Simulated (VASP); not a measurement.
Crystal: AlN (CsCl type).

```
CELL_PARAMETERS angstrom
2.71442 0.00000 0.00000
0.00000 2.71442 0.00000
0.00000 0.00000 2.71442
ATOMIC_POSITIONS crystal
Al 0.00000 0.00000 0.00000
N 0.50000 0.50000 0.50000
```

```yaml
Program: VASP 6.6.1
Task: relaxation of cell and atoms
Functional: PBE
Potentials_or_basis: VASP PAW PBE potentials, release 64 (Al, N)
Cutoff: 600 eV
k_mesh: 15 × 15 × 15
Occupations: fermi-dirac, width 0.1 eV
Spin: no spin polarisation
```

At the start: pressure -17.0 GPa; volume 10.00 Å³/atom.

Question: How do energy, volume and symmetry change on relaxing?

Answer: Over 3 steps the energy falls by 63.3 meV/atom and the volume is 8.92 Å³/atom (-10.8 %); space group Pm-3m (No. 221, to 0.05 Å).

The path:
```
step  energy change (eV)  largest force (eV/Å)  pressure (GPa)  volume (Å³)
   1              0.0000                0.0000          -17.01        20.00
   2             -0.1056                0.0000            9.18        17.08
   3             -0.1266                0.0000            0.01        17.84
```

Final structure:
```
CELL_PARAMETERS angstrom
2.61314 0.00000 0.00000
0.00000 2.61314 0.00000
0.00000 0.00000 2.61314
ATOMIC_POSITIONS crystal
Al 0.00000 0.00000 0.00000
N 0.50000 0.50000 0.50000
```
